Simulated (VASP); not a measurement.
Here is a VASP 6.6.1 calculation.

File POSCAR:

```
Nb
1.0
    2.8585562217      0.0000000000      0.0000000000
   -1.4292781108      2.4755823061      0.0000000000
    0.0000000000      0.0000000000      5.2427076229
Nb
2
Direct
    0.3333333333      0.6666666667      0.7500000000
    0.6666666667      0.3333333333      0.2500000000
```

INCAR.step1

```
ALGO = Normal
EDIFF = 1E-4
ENCUT = 520
GGA = PE
ISMEAR = 0
LASPH = T
LCHARG = F
LREAL = F
LWAVE = T
NBANDS = 20
NELM = 60
PREC = Accurate
SIGMA = 0.05
```

Contents of INCAR.step2:

```
ALGO = Normal
EDIFF = 1E-6
ENCUT = 520
ISIF = 2
ISMEAR = 0
ISTART = 1
LASPH = T
LCHARG = F
LMIXTAU = T
LREAL = F
LWAVE = F
METAGGA = R2SCAN
NBANDS = 20
NELM = 60
PREC = Accurate
SIGMA = 0.05
```

The input KPOINTS:

```
k-points
0
Gamma
  16 16 8
```

Potentials or basis: VASP PAW PBE potentials, release 64 (Nb_sv).

The run is started by

```bash
$ cat potpaw_PBE.64/Nb_sv/POTCAR > POTCAR
$ cp INCAR.step1 INCAR
$ mpirun -np 1 vasp_std > vasp.out
$ cp INCAR.step2 INCAR
$ mpirun -np 1 vasp_std > vasp.out
```

Problem. What does it give for the band gap on the k mesh?

Solution. Zero (bands 13 and 14 overlap by 2.90 eV).

Problem. Estimate the pressure.

Solution. -0.2 GPa.

Caveat: the PAW data sets were made with another functional, which shifts forces and pressure a little.
